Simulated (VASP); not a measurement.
Set up this calculation in VASP 6.6.1, as the native input.

```
Task                   : single point
Functional             : BLYP
Potentials or basis    : VASP PAW PBE potentials, release 64 (W_sv)
Cutoff                 : 520 eV
k mesh                 : 15 × 15 × 15
Occupations            : fermi-dirac, width 0.1 eV
Spin                   : no spin polarisation
Dipole correction      : no
Further INCAR settings : ALGO = Normal; EDIFF = 1e-06; NBANDS = 13
```

The structure of W lies in POSCAR:

```
W
1.0
    0.0000000000      2.0142160153      2.0142160153
    2.0142160153      0.0000000000      2.0142160153
    2.0142160153      2.0142160153      0.0000000000
W
1
Direct
    0.0000000000      0.0000000000      0.0000000000
```

This cell differs from its parent crystal: volume scaled by 0.96.

The input as run:

INCAR

```
PREC = Accurate ; ENCUT = 520
EDIFF = 1E-6 ; ISMEAR = -1
SIGMA = 0.1 ; LREAL = F
LASPH = T ; NELM = 60
ALGO = Normal ; ISIF = 2
LWAVE = F ; LCHARG = F
GGA = B5 ; ALDAX = 1.0
AGGAX = 1.0 ; AGGAC = 1.0
ALDAC = 0.0 ; NBANDS = 13
```

KPOINTS

```
Automatic mesh
0
Gamma
  15 15 15
```

Potentials or basis: VASP PAW PBE potentials, release 64 (W_sv).

The run is started by

```sh
$ cat potpaw_PBE.64/W_sv/POTCAR > POTCAR
$ mpirun -np 1 vasp_std > vasp.out
```

Results of the run:

- Pressure: 12.7 GPa
- Band gap on the k mesh: zero (band 7 reaches 14.22 eV, above the bottom of band 8 at 10.48 eV)

Caveat: the PAW data sets were made with another functional, which shifts forces and pressure a little; spin-orbit coupling is left out, which moves the levels of the heavy elements.

It took 20 s on 1 thread of Intel Xeon 6975P-C, on a shared host, peak memory 0.15 GiB.
